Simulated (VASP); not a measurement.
# VO2 (P4_2/mnm) in VASP: further runs

Runs on VO2. Level: PBE. Tasks: single point.

Program: VASP 6.6.1. These are calculated values, not measurements. Logs are shortened: lines on timing, memory, paths and dates and some standing lists are left out, and cuts for length are marked.

### Step 1. The cell of the first run

It takes space group P4_2/mnm (No. 136, tetragonal). Conventional cell: a = 4.598 Å, b = 4.598 Å, c = 2.851 Å, α = 90.00°, β = 90.00°, γ = 90.00°. V (site symmetry mmm) has 6 O at 1.93 to 1.95 Å within 2.6 Å. O (site symmetry m2m) has 3 V at 1.93 to 1.95 Å and 1 O at 2.60 Å within 2.6 Å.

### Step 2. Single point, PBE, collinear spin, ferromagnetic start

File INCAR:

```
SYSTEM = VO2
PREC = Accurate ; ENCUT = 600
EDIFF = 1E-6 ; ISMEAR = -1
SIGMA = 0.03 ; LREAL = .False.
LASPH = .True. ; NELM = 200
ALGO = Normal ; ISIF = 2
LWAVE = .False. ; LCHARG = .False.
ISPIN = 2 ; MAGMOM = 2 2 2 2 0 0 0 0 0 0 0 0
LORBIT = 11 ; LMAXMIX = 4
GGA = PE ; NBANDS = 66
GGA_COMPAT = .False.
```

File KPOINTS:

```
regular mesh
0
Gamma
  3 3 3
  0 0 0
```

File POSCAR:

```
VO2
1.0
   -4.5983000000      0.0000000000      0.0000000000
    0.0000000000     -4.5983000000     -2.8514000000
    0.0000000000     -4.5983000000      2.8514000000
V O
4 8
Direct
    0.0000000000      0.0000000000      0.0000000000
    0.0000000000      0.5000000000      0.5000000000
    0.5000000000      0.0000000000      0.5000000000
    0.5000000000      0.5000000000      0.0000000000
    0.3001000000      0.6500500000      0.6500500000
    0.3001000000      0.1500500000      0.1500500000
    0.1999000000      0.6500500000      0.1500500000
    0.1999000000      0.1500500000      0.6500500000
    0.6999000000      0.8499500000      0.8499500000
    0.6999000000      0.3499500000      0.3499500000
    0.8001000000      0.8499500000      0.3499500000
    0.8001000000      0.3499500000      0.8499500000
```

Potentials or basis: VASP PAW PBE potentials, release 64 (V_sv, O).

Command:

```sh
$ cat potpaw_PBE.64/V_sv/POTCAR potpaw_PBE.64/O/POTCAR > POTCAR
$ mpirun -np 1 vasp_std > vasp.out
```

OUTCAR:

```text
SYSTEM = VO2
   PREC = Accurate
   ENCUT = 600
   EDIFF = 1E-6
   ISMEAR = -1
   LREAL = .False.
   LASPH = .True.
   NELM = 200
   ISIF = 2
   ISPIN = 2
   LORBIT = 11
   GGA = PE

 ion  position               nearest neighbor table
   1  0.000  0.000  0.000-   7 1.93   8 1.93  11 1.93  12 1.93   6 1.95   9 1.95   2 2.85   2 2.85

   2  0.000  0.500  0.500-   7 1.93   8 1.93  11 1.93  12 1.93   5 1.95  10 1.95   1 2.85   1 2.85

   3  0.500  0.000  0.500-   5 1.93   6 1.93   9 1.93  10 1.93   8 1.95  11 1.95   4 2.85   4 2.85

   4  0.500  0.500  0.000-   5 1.93   6 1.93   9 1.93  10 1.93   7 1.95  12 1.95   3 2.85   3 2.85

   5  0.300  0.650  0.650-   3 1.93   4 1.93   2 1.95
   6  0.300  0.150  0.150-   3 1.93   4 1.93   1 1.95
   7  0.200  0.650  0.150-   1 1.93   2 1.93   4 1.95
   8  0.200  0.150  0.650-   1 1.93   2 1.93   3 1.95
   9  0.700  0.850  0.850-   3 1.93   4 1.93   1 1.95
  10  0.700  0.350  0.350-   3 1.93   4 1.93   2 1.95
  11  0.800  0.850  0.350-   1 1.93   2 1.93   3 1.95
  12  0.800  0.350  0.850-   1 1.93   2 1.93   4 1.95

  LATTYP: Found a base centered orthorhombic cell.
 ALAT       =     5.7028000000
 B/A-ratio  =     1.6126464193
 C/A-ratio  =     0.8063232097

  Lattice vectors:

 A1 = (   0.0000000000,   4.5983000000,  -2.8514000000)
 A2 = (   0.0000000000,  -4.5983000000,  -2.8514000000)
 A3 = (  -4.5983000000,   0.0000000000,   0.0000000000)

Analysis of symmetry for initial positions (statically):
=====================================================================
 Subroutine PRICEL returns following result:

  LATTYP: Found a simple tetragonal cell.
 ALAT       =     4.5983000000
 C/A-ratio  =     0.6200987321
[... 12 lines left out ...]
 Subroutine GETGRP returns: Found  8 space group operations
 (whereof  4 operations were pure point group operations)
 out of a pool of  8 trial point group operations.

The static configuration has the point symmetry C_2h.
 The point group associated with its full space group is D_2h.

Analysis of symmetry for dynamics (positions and initial velocities):
=====================================================================
 Subroutine PRICEL returns following result:

  LATTYP: Found a simple tetragonal cell.
 ALAT       =     4.5983000000
 C/A-ratio  =     0.6200987321
[... 12 lines left out ...]
 Subroutine GETGRP returns: Found  8 space group operations
 (whereof  4 operations were pure point group operations)
 out of a pool of  8 trial point group operations.

The dynamic configuration has the point symmetry C_2h.
 The point group associated with its full space group is D_2h.

Analysis of structural, dynamic, and magnetic symmetry:
=====================================================================
 Subroutine PRICEL returns following result:

  LATTYP: Found a simple tetragonal cell.
 ALAT       =     4.5983000000
 C/A-ratio  =     0.6200987321
[... 12 lines left out ...]
 Subroutine GETGRP returns: Found  8 space group operations
 (whereof  4 operations were pure point group operations)
 out of a pool of  8 trial point group operations.

The overall configuration has the point symmetry C_2h.
 The point group associated with its full space group is D_2h.

 Subroutine INISYM returns: Found  8 space group operations
 (whereof  4 operations are pure point group operations),
 and found     2 'primitive' translations

----------------------------------------------------------------------------------------

                                     Primitive cell

  volume of cell :      60.2910

  direct lattice vectors                    reciprocal lattice vectors
     4.598300000  0.000000000  0.000000000     0.217471674  0.000000000  0.000000000
     0.000000000 -4.598300000  0.000000000     0.000000000 -0.217471674  0.000000000
     0.000000000  0.000000000 -2.851400000     0.000000000  0.000000000 -0.350704917

  length of vectors
     4.598300000  4.598300000  2.851400000     0.217471674  0.217471674  0.350704917

  position of ions in fractional coordinates (direct lattice)
     0.000000000  0.000000000  0.000000000
     0.500000000  0.500000000  0.500000000
     0.699900000  0.300100000  0.000000000
     0.800100000  0.800100000  0.500000000
     0.300100000  0.699900000  0.000000000
     0.199900000  0.199900000  0.500000000

  ion indices of the primitive-cell ions
   primitive index   ion index
                 1           1
                 2           3
                 3           6
                 4           7
                 5           9
                 6          12

----------------------------------------------------------------------------------------

 KPOINTS: regular mesh

Automatic generation of k-mesh.
 Grid dimensions read from file:
 generate k-points for:    3    3    3

 Generating k-lattice:

  Cartesian coordinates                     Fractional coordinates (reciprocal lattice)
    -0.072490558  0.000000000  0.000000000     0.333333333  0.000000000  0.000000000
     0.000000000 -0.036245279 -0.058450819     0.000000000  0.333333333  0.000000000
     0.000000000 -0.036245279  0.058450819     0.000000000  0.000000000  0.333333333

  Length of vectors
     0.072490558  0.068776584  0.068776584

  Shift w.r.t. Gamma in fractional coordinates (k-lattice)
     0.000000000  0.000000000  0.000000000

 Subroutine IBZKPT returns following result:
 ===========================================

 Found      8 irreducible k-points:

 Following reciprocal coordinates:
            Coordinates               Weight
  0.000000  0.000000  0.000000      1.000000
  0.333333  0.000000  0.000000      2.000000
  0.000000  0.333333 -0.000000      4.000000
  0.333333  0.333333 -0.000000      8.000000
  0.000000  0.333333  0.333333      2.000000
  0.333333  0.333333  0.333333      4.000000
  0.000000 -0.333333  0.333333      2.000000
  0.333333 -0.333333  0.333333      4.000000
   k-points           NKPTS =      8   k-points in BZ     NKDIM =      8   number of bands    NBANDS=     66
   number of dos      NEDOS =    301   number of ions     NIONS =     12
   total plane-waves  NPLWV =  92160
   dimension x,y,z NGX =    40 NGY =   48 NGZ =   48
   dimension x,y,z NGXF=    80 NGYF=   96 NGZF=   96
   ions per type =               4   8
   NGX,Y,Z   is equivalent  to a cutoff of  14.46, 14.75, 14.75 a.u.
   NGXF,Y,Z  is equivalent  to a cutoff of  28.92, 29.50, 29.50 a.u.
 SYSTEM =  VO2
   PREC   = accura    normal or accurate (medium, high low for compatibility)
   ISTART =      0    job   : 0-new  1-cont  2-samecut
   ICHARG =      2    charge: 1-file 2-atom 10-const
   ISPIN  =      2    spin polarized calculation?
   LNONCOLLINEAR =      F non collinear calculations
   LSORBIT =      F    spin-orbit coupling
   LASPH  =      T    aspherical Exc in radial PAW
   ENCUT  =  600.0 eV  44.10 Ry    6.64 a.u.   9.18 10.81 10.81*2*pi/ulx,y,z
   NELM   =    200;   NELMIN=  2; NELMDL= -5     # of ELM steps
   EDIFF  = 0.1E-05   stopping-criterion for ELM
   LREAL  =      F    real-space projection
[... 7 lines left out ...]
   TEBEG  =    0.0;   TEEND  =   0.0 temperature during run
   PSTRESS=    0.0 pullay stress
   NELECT =     100.0000    total number of electrons
   NUPDOWN=      -1.0000    fix difference up-down
   EMIN   =  10.00;   EMAX   =-10.00  energy-range for DOS
   EFERMI =   0.00;   METHOD = LEGACY
   ISMEAR =    -1;   SIGMA  =   0.03  broadening in eV -4-tet -1-fermi 0-gaus
   EFERMI_NEDOS =   21; number of points for ismear=-14 and -15
   IALGO  =     38    algorithm
   IMIX   =      4    mixing-type and parameters
     AMIX     =   0.40;   BMIX     =  1.00
     AMIX_MAG =   1.60;   BMIX_MAG =  1.00
  volume/ion in A,a.u.               =      10.05        67.81
  Fermi-wavevector in a.u.,A,eV,Ry     =   1.538086  2.906561 32.187413  2.365708
  Thomas-Fermi vector in A             =   2.644504
   LORBIT       =     11    0 simple, 1 ext, 2 COOP (PROOUT), +10 PAW based schemes
   GGA     = PE    functional components
   LHFCALC =     F    Hartree Fock is set to
   AEXX    =    0.0000 exact exchange contribution
   IVDW    =     0    specifies the selected vdW correction
   LEPSILON=     F    determine dielectric tensor
   LRPA    =     F    only Hartree local field effects (RPA)
 spin polarized calculation
  energy-cutoff  :      600.00
  volume of cell :      120.58
 maximum number of plane-waves:      4042
 NGX is ok and might be reduce to    40
   NGX = 19   NGY = 21   NGZ = 21

 number of electron     100.0000000 magnetization       8.0000000

 number of electron      99.9999988 magnetization       3.9990476

 Free energy of the ion-electron system (eV)
  ---------------------------------------------------
  ext. energy  EPLUGINS =         0.00000000
  ---------------------------------------------------
  free energy    TOTEN  =      -103.92423151 eV

  energy without entropy =     -103.90536051  energy(sigma->0) =     -103.91479601

 E-fermi :   6.0309     XC(G=0): -11.6535

 val. band max:        6.0138986617   @ k =   0.0000  -0.3333   0.3333
 cond. band min:       6.0386359550   @ k =   0.3333  -0.3333   0.3333
 fundamental gap:      0.0247372933
 Fermi energy:         6.0308701625

 spin component 1

 k-point     1 :       0.0000    0.0000    0.0000
  band No.  band energies     occupation
      1     -60.0647      1.00000
      2     -60.0566      1.00000
      3     -60.0290      1.00000
      4     -60.0290      1.00000
      5     -34.1335      1.00000
      6     -34.1335      1.00000
[... 509 lines left out ...]
     61       8.4560      0.00000
     62       8.5171      0.00000
 Fermi energy:         6.0308701625

 spin component 2

 k-point     1 :       0.0000    0.0000    0.0000
  band No.  band energies     occupation
      1     -58.9586      1.00000
      2     -58.9499      1.00000
      3     -58.9213      1.00000
      4     -58.9213      1.00000
      5     -33.0864      1.00000
      6     -33.0864      1.00000
[... 509 lines left out ...]
     61       9.0205      0.00000
     62       9.1796      0.00000
 [bands above 62 left out]

------------------------ aborting loop because EDIFF is reached ----------------------------------------

  FORCE on cell =-STRESS in cart. coord.  units (eV):
  Direction    XX          YY          ZZ          XY          YZ          ZX
  --------------------------------------------------------------------------------------
  -------------------------------------------------------------------------------------
  Total       -1.3721250     -1.4403224     -1.7388659      0.0000000      0.0000000      0.0000000
  in kB      -18.2314630    -19.1376037    -23.1043593      0.0000000      0.0000000      0.0000000
  external PRESSURE =     -20.1578087 kB  Pullay stress =       0.0000000 kB

 VOLUME and BASIS-vectors are now :
 -----------------------------------------------------------------------------
  energy-cutoff  :      600.00
  volume of cell :      120.58
      direct lattice vectors                 reciprocal lattice vectors
    -4.598300000  0.000000000  0.000000000    -0.217471674  0.000000000  0.000000000
     0.000000000 -4.598300000 -2.851400000     0.000000000 -0.108735837 -0.175352458
     0.000000000 -4.598300000  2.851400000     0.000000000 -0.108735837  0.175352458

 POSITION                                       TOTAL-FORCE (eV/Angst)
 -----------------------------------------------------------------------------------
      0.00000      0.00000      0.00000         0.000000     -0.000000     -0.000000
      0.00000     -4.59830      0.00000         0.000000     -0.000000      0.000000
     -2.29915     -2.29915      1.42570         0.000000     -0.000000     -0.000000
     -2.29915     -2.29915     -1.42570         0.000000     -0.000000      0.000000
     -1.37995     -5.97825      0.00000         0.021547      0.028978     -0.000000
     -1.37995     -1.37995      0.00000         0.021547      0.028978     -0.000000
     -0.91920     -3.67910     -1.42570        -0.021547      0.028978     -0.000000
     -0.91920     -3.67910      1.42570        -0.021547      0.028978     -0.000000
     -3.21835     -7.81665      0.00000        -0.021547     -0.028978     -0.000000
     -3.21835     -3.21835      0.00000        -0.021547     -0.028978     -0.000000
     -3.67910     -5.51750     -1.42570         0.021547     -0.028978     -0.000000
     -3.67910     -5.51750      1.42570         0.021547     -0.028978     -0.000000
 -----------------------------------------------------------------------------------
    total drift:                               -0.000000      0.000000     -0.000000

  FREE ENERGIE OF THE ION-ELECTRON SYSTEM (eV)
  ---------------------------------------------------
  free  energy   TOTEN  =      -103.9242315088 eV

  energy  without entropy=     -103.9053605064  energy(sigma->0) =     -103.91479601

 total charge

# of ion       s       p       d       tot
------------------------------------------
    1        2.277   6.326   2.886  11.488
    2        2.277   6.326   2.886  11.488
    3        2.277   6.326   2.886  11.488
    4        2.277   6.326   2.886  11.488
    5        1.568   3.469   0.000   5.038
    6        1.568   3.469   0.000   5.038
    7        1.568   3.469   0.000   5.038
    8        1.568   3.469   0.000   5.038
    9        1.568   3.469   0.000   5.038
   10        1.568   3.469   0.000   5.038
   11        1.568   3.469   0.000   5.038
   12        1.568   3.469   0.000   5.038
--------------------------------------------------
tot         21.655  53.056  11.544  86.255

 magnetization (x)

# of ion       s       p       d       tot
------------------------------------------
    1        0.013   0.012   1.025   1.051
    2        0.013   0.012   1.025   1.051
    3        0.013   0.012   1.025   1.051
    4        0.013   0.012   1.025   1.051
    5       -0.002  -0.052   0.000  -0.054
    6       -0.002  -0.052   0.000  -0.054
    7       -0.002  -0.052   0.000  -0.054
    8       -0.002  -0.052   0.000  -0.054
    9       -0.002  -0.052   0.000  -0.054
   10       -0.002  -0.052   0.000  -0.054
   11       -0.002  -0.052   0.000  -0.054
   12       -0.002  -0.052   0.000  -0.054
--------------------------------------------------
tot          0.037  -0.367   4.101   3.770
```

Wall time 4.5 min (1 thread of Oxide Virtual Turin-like, shared host); peak memory 0.37 GiB.

What came out:

```yaml
Free_energy: -103.9242 eV
Pressure: -2.0 GPa
Largest_force: 0.036 eV/Å
Band_gap_on_the_k_mesh: zero (filled and empty bands overlap)
Net_moment: 4.00 μB per cell
Site_moments: V +1.05; O -0.05 μB
Valence_electrons_inside_the_program's_atomic_spheres: V 11.49; O 5.04
```

Forces in eV/Å, atoms in the order of the input:
```
V    0.000  0.000  0.000
V    0.000  0.000  0.000
V    0.000  0.000  0.000
V    0.000  0.000  0.000
O    0.022  0.029  0.000
O    0.022  0.029  0.000
O   -0.022  0.029  0.000
O   -0.022  0.029  0.000
O   -0.022 -0.029  0.000
O   -0.022 -0.029  0.000
O    0.022 -0.029  0.000
O    0.022 -0.029  0.000
```

Levels at points of the mesh, in eV from the Fermi level:
Spin up:
| k point | band 50 | band 51 | band 52 | band 53 | band 54 | band 55 |
| --- | --- | --- | --- | --- | --- | --- |
| (0.00, 0.00, 0.00) | -0.83 | -0.83 | -0.79 | -0.33 | -0.32 | -0.22 |
Spin down:
```
           k point  band 46  band 47  band 48  band 49  band 50  band 51
(0.00, 0.00, 0.00)    -1.97    -1.97    -1.48     0.25     0.29     0.32
```

Caveat: the k points lie up to 0.46 Å⁻¹ apart; semilocal functionals often make such compounds metallic where correlation or magnetic order opens a gap, which also shifts bond lengths.

### Step 3. Single point, PBE, collinear spin, antiferromagnetic start

File INCAR:

```
SYSTEM = VO2
ALGO = Normal ; EDIFF = 1E-6
ENCUT = 600 ; GGA = PE
GGA_COMPAT = .FALSE. ; ISIF = 2
ISMEAR = -1 ; ISPIN = 2
LASPH = .TRUE. ; LCHARG = .FALSE.
LMAXMIX = 4 ; LORBIT = 11
LREAL = .FALSE. ; LWAVE = .FALSE.
MAGMOM = 2 -2 -2 2 0 0 0 0 0 0 0 0 ; NBANDS = 66
NELM = 200 ; PREC = Accurate
SIGMA = 0.03
```

File KPOINTS:

```
k-points
0
G
  3 3 3
  0 0 0
```

POSCAR is that of step 2.

Potentials or basis: VASP PAW PBE potentials, release 64 (V_sv, O).

Command:

```sh
$ cat potpaw_PBE.64/V_sv/POTCAR potpaw_PBE.64/O/POTCAR > POTCAR
$ mpirun -np 1 vasp_std > vasp.out
```

OUTCAR:

```text
SYSTEM = VO2
   EDIFF = 1E-6
   ENCUT = 600
   GGA = PE
   ISIF = 2
   ISMEAR = -1
   ISPIN = 2
   LASPH = .TRUE.
   LORBIT = 11
   LREAL = .FALSE.
   NELM = 200
   PREC = Accurate

 ion  position               nearest neighbor table
   1  0.000  0.000  0.000-   7 1.93   8 1.93  11 1.93  12 1.93   6 1.95   9 1.95   2 2.85   2 2.85

   2  0.000  0.500  0.500-   7 1.93   8 1.93  11 1.93  12 1.93   5 1.95  10 1.95   1 2.85   1 2.85

   3  0.500  0.000  0.500-   5 1.93   6 1.93   9 1.93  10 1.93   8 1.95  11 1.95   4 2.85   4 2.85

   4  0.500  0.500  0.000-   5 1.93   6 1.93   9 1.93  10 1.93   7 1.95  12 1.95   3 2.85   3 2.85

   5  0.300  0.650  0.650-   3 1.93   4 1.93   2 1.95
   6  0.300  0.150  0.150-   3 1.93   4 1.93   1 1.95
   7  0.200  0.650  0.150-   1 1.93   2 1.93   4 1.95
   8  0.200  0.150  0.650-   1 1.93   2 1.93   3 1.95
   9  0.700  0.850  0.850-   3 1.93   4 1.93   1 1.95
[... 1583 lines left out ...]
    total drift:                               -0.000000      0.000000     -0.000000

  FREE ENERGIE OF THE ION-ELECTRON SYSTEM (eV)
  ---------------------------------------------------
  free  energy   TOTEN  =      -103.5502381024 eV

  energy  without entropy=     -103.5001034538  energy(sigma->0) =     -103.52517078

 total charge

# of ion       s       p       d       tot
------------------------------------------
    1        2.277   6.325   2.891  11.492
    2        2.277   6.325   2.891  11.492
    3        2.277   6.325   2.891  11.492
    4        2.277   6.325   2.891  11.492
    5        1.569   3.466   0.000   5.034
    6        1.569   3.466   0.000   5.034
    7        1.569   3.466   0.000   5.034
    8        1.569   3.466   0.000   5.034
    9        1.569   3.466   0.000   5.034
   10        1.569   3.466   0.000   5.034
   11        1.569   3.466   0.000   5.034
   12        1.569   3.466   0.000   5.034
--------------------------------------------------
tot         21.655  53.025  11.564  86.243

 magnetization (x)

# of ion       s       p       d       tot
------------------------------------------
    1        0.004   0.007   0.608   0.619
    2       -0.004  -0.007  -0.608  -0.619
    3       -0.004  -0.007  -0.608  -0.619
    4        0.004   0.007   0.608   0.619
    5        0.000   0.011   0.000   0.012
    6       -0.000  -0.011   0.000  -0.012
    7       -0.000  -0.011   0.000  -0.012
    8        0.000   0.011   0.000   0.012
    9       -0.000  -0.011   0.000  -0.012
   10        0.000   0.011   0.000   0.012
   11        0.000   0.011   0.000   0.012
   12       -0.000  -0.011   0.000  -0.012
--------------------------------------------------
tot          0.000   0.000   0.000   0.000
```

Run time: 6.3 min. Hardware: 1 thread of Oxide Virtual Turin-like, shared host; peak memory 0.39 GiB.

What came out:

```yaml
Free_energy: -103.5502 eV
Pressure: -3.1 GPa
Largest_force: 0.050 eV/Å
Band_gap_on_the_k_mesh: zero (filled and empty bands overlap)
Net_moment: 0.00 μB per cell
Site_moments: V +0.62, -0.62 (each value once); O +0.01, -0.01 (each value once) μB
Valence_electrons_inside_the_program's_atomic_spheres: V 11.49; O 5.03
```

Forces in eV/Å, atoms in the order of the input:
```
V    0.000  0.000  0.000
V    0.000  0.000  0.000
V    0.000  0.000  0.000
V    0.000  0.000  0.000
O   -0.035 -0.034  0.009
O   -0.035 -0.034  0.009
O    0.035 -0.034  0.009
O    0.035 -0.034  0.009
O    0.035  0.034 -0.009
O    0.035  0.034 -0.009
O   -0.035  0.034 -0.009
O   -0.035  0.034 -0.009
```

Caveat: the k points lie up to 0.46 Å⁻¹ apart, too coarse for converged energies and pressures of a metal; semilocal functionals often make such compounds metallic where correlation or magnetic order opens a gap, which also shifts bond lengths. With open d or f shells a metallic result of PBE can be an artefact of self-interaction; +U or a hybrid may open a gap.

The gap in the log of VASP goes by the Fermi energy; the results here count the filled bands.